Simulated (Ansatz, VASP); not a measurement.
# One calculation of Re, two programs

```
Re
1.0
     2.75983    0.00000    0.00000
    -1.37991    2.39008    0.00000
     0.00000    0.00000    4.45723
Re
2
Direct
  0.33333 0.66667 0.25000
  0.66667 0.33333 0.75000
```

Alike in both runs: task single point; functional r2SCAN; k mesh 13 × 13 × 7; occupations fermi-dirac, width 0.01 eV; no spin polarisation.

|  | VASP | Ansatz |
| --- | --- | --- |
| version | VASP 6.6.1 | Ansatz 0.2.0 |
| potentials or method | VASP PAW PBE potentials, release 64 (Re), cutoff 520 eV | plane waves (500 eV) with PAW, scalar-relativistic |
| valence electrons in the cell | 14 | 30 |

Ansatz gave:

```
pressure (GPa)                                                : -0.2
traceless stress, the component that is largest in VASP (GPa) : -0.10
```

Problem. Which values does VASP return?

Solution. Pressure (GPa): -0.1; traceless stress, the component that is largest in VASP (GPa): -0.16.

VASP's potentials were made for PBE, not for r2SCAN. VASP's potentials hold 14 valence electrons a cell and Ansatz's 30, so a difference there can come from the potentials and not from the codes.

Spin-orbit coupling is off throughout.
